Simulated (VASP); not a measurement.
Input of a VASP 6.6.1 run:

INCAR

```
ALGO = Normal ; EDIFF = 1E-6
ENCUT = 520 ; GGA = PE
ISIF = 2 ; ISMEAR = -1
LASPH = True ; LCHARG = False
LREAL = False ; LWAVE = False
NBANDS = 18 ; NELM = 100
PREC = Accurate ; SIGMA = 0.05
```

KPOINTS

```
k-points
0
Gamma
  9 6 6
```

POSCAR

```
TiAl3
1.0
    2.8953710807      0.0000000000      0.0000000000
    0.0000000000      4.7730767995      0.0000000000
    0.0000000000      0.0000000000      4.9968593826
Ti Al
1 3
Direct
    0.0000000000      0.5000000000      0.1659160000
    0.0000000000      0.0000000000      0.8359000000
    0.5000000000      0.0000000000      0.3309120000
    0.5000000000      0.5000000000      0.6672710000
```

Potentials or basis: VASP PAW PBE potentials, release 64 (Ti_sv, Al).

Launch:

```console
$ cat potpaw_PBE.64/Ti_sv/POTCAR potpaw_PBE.64/Al/POTCAR > POTCAR
$ mpirun -np 1 vasp_std > vasp.out
```

Predict the largest force.

0.061 eV/Å.

Estimate the band gap on the k mesh.

zero (an odd number of electrons rules out a gap without spin polarisation).

What does it give for the pressure?

-5.1 GPa.

Stress tensor (GPa, compression positive):
```
-6.95  0.00  0.00
 0.00 -3.92  0.00
 0.00  0.00 -4.51
```

Caveat: the cell stands under tension.
